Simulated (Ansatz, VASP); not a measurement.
**Al2O3 in VASP and in Ansatz**

File INCAR:

```
SYSTEM = Al2O3
ALGO = Normal ; EDIFF = 1E-7
ENCUT = 520 ; GGA = PE
ISIF = 2 ; ISMEAR = 0
LASPH = .True. ; LCHARG = .False.
LREAL = .False. ; LWAVE = .False.
NBANDS = 35 ; NELM = 60
PREC = Accurate ; SIGMA = 0.05
```

File KPOINTS:

```
k-points
0
Gamma
  6 6 6
  0 0 0
```

Contents of POSCAR:

```
Al2O3
1.0
    2.2841367041      1.3187469409      4.2651207610
   -2.2841367041      1.3187469409      4.2651207610
    0.0000000000     -2.6374938821      4.2651207609
Al O
4 6
Direct
    0.8521479318      0.8521479318      0.8521479318
    0.6478520682      0.6478520682      0.6478520682
    0.1478520682      0.1478520682      0.1478520682
    0.3521479318      0.3521479318      0.3521479318
    0.0561765927      0.4438234073      0.7500000000
    0.7500000000      0.0561765927      0.4438234073
    0.4438234073      0.7500000000      0.0561765927
    0.9438234073      0.5561765927      0.2500000000
    0.2500000000      0.9438234073      0.5561765927
    0.5561765927      0.2500000000      0.9438234073
```

Input for Ansatz:

```yaml
crystal:
  lattice:
    - [2.2841367041, 1.3187469409, 4.265120761]
    - [-2.2841367041, 1.3187469409, 4.265120761]
    - [0.0, -2.6374938821, 4.2651207609]
  atoms:
    - { symbol: Al, position: [0.8521479318, 0.8521479318, 0.8521479318] }
    - { symbol: Al, position: [0.6478520682, 0.6478520682, 0.6478520682] }
    - { symbol: Al, position: [0.1478520682, 0.1478520682, 0.1478520682] }
    - { symbol: Al, position: [0.3521479318, 0.3521479318, 0.3521479318] }
    - { symbol: O, position: [0.0561765927, 0.4438234073, 0.75] }
    - { symbol: O, position: [0.75, 0.0561765927, 0.4438234073] }
    - { symbol: O, position: [0.4438234073, 0.75, 0.0561765927] }
    - { symbol: O, position: [0.9438234073, 0.5561765927, 0.25] }
    - { symbol: O, position: [0.25, 0.9438234073, 0.5561765927] }
    - { symbol: O, position: [0.5561765927, 0.25, 0.9438234073] }
basis:
  ecutwfc: 420
kpoints:
  mp_grid: { grid: [6, 6, 6] }
hamiltonian:
  xc: pbe
scf:
  occupations: { method: gaussian, width: 0.05 }
output:
  forces: true
  stress: true
  eigenvalues: true
  write_density: true
  write_potential: true
  elf: true
  volumetric_format: npy
```

Change from the starting cell: strain -0.050 along x and y, -0.025 along z, atoms carried along.

Alike in both runs: task single point; functional PBE; k mesh 6 × 6 × 6; occupations gaussian, width 0.05 eV; no spin polarisation.

|  | VASP | Ansatz |
| --- | --- | --- |
| version | VASP 6.6.1 | Ansatz 0.2.0 |
| potentials or method | VASP PAW PBE potentials, release 64 (Al, O), cutoff 520 eV | scalar-relativistic, plane waves, PAW |
| valence electrons in the cell | 48 | 48 |

VASP gave:

- gap on the k mesh at the Fermi level (eV): 7.49
- least direct gap on the mesh (eV): 7.49
- pressure (GPa): 38.7
- traceless stress, the component that is largest in VASP (GPa): -10.27
- rms of the force components (eV/Å): 0.146

Problem. Which values does Ansatz return?

Solution. gap on the k mesh at the Fermi level (eV): 7.48; least direct gap on the mesh (eV): 7.48; pressure (GPa): 38.7; traceless stress, the component that is largest in VASP (GPa): -10.20; rms of the force components (eV/Å): 0.146.

Atom by atom the forces differ by 0.002 eV/Å (rms over components). Both programs put the cell under a high pressure, so it lies far from rest at this level. The functional is the same, so the differences come from potentials, cutoffs and numerics.
